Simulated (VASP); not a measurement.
Here is a VASP 6.6.1 calculation.

Contents of INCAR:

```
ALGO     = Normal         # electronic algorithm
EDIFF    = 1E-6           # SCF threshold, eV
ENCUT    = 520            # plane-wave cutoff, eV
GGA      = CA             # functional
ISIF     = 2              # what is computed and relaxed
ISMEAR   = 0              # smearing method
LASPH    = True           # aspherical terms in the spheres
LCHARG   = True           # write CHGCAR
LELF     = True           # ELF
LREAL    = False          # projectors in reciprocal space
LVHAR    = True         
LWAVE    = False          # write WAVECAR
NBANDS   = 16             # bands
NELM     = 60             # most SCF steps
PREC     = Accurate       # precision mode
SIGMA    = 0.05           # smearing width, eV
```

The input KPOINTS:

```
k-points
0
Gamma
  10 10 10
```

File POSCAR:

```
CaC2
1.0
   -1.9342985994      1.9342985994      3.3622168046
    1.9342985994     -1.9342985994      3.3622168046
    1.9342985994      1.9342985994     -3.3622168046
Ca C
1 2
Direct
    0.0000000000      0.0000000000      0.0000000000
    0.5978927200      0.5978927200      0.0000000000
    0.4021072800      0.4021072800      0.0000000000
```

Potentials or basis: VASP PAW LDA potentials, release 64 (Ca_sv, C).

Launch:

```sh
$ cat potpaw_LDA.64/Ca_sv/POTCAR potpaw_LDA.64/C/POTCAR > POTCAR
$ mpirun -np 1 vasp_std > vasp.out
```

**Question.** Predict the pressure.

**Answer.** -11.6 GPa.

**Question.** What does it give for the largest force?

**Answer.** 3.570 eV/Å.

Stress tensor (GPa, compression positive):
```
 -4.26   0.00   0.00
  0.00  -4.26   0.00
  0.00   0.00 -26.35
```

Caveat: the cell differs from its parent crystal (strain +0.000 along x and y, +0.050 along z); forces of over 1 eV/Å act on the atoms, so gaps and moduli don't describe the material at rest.
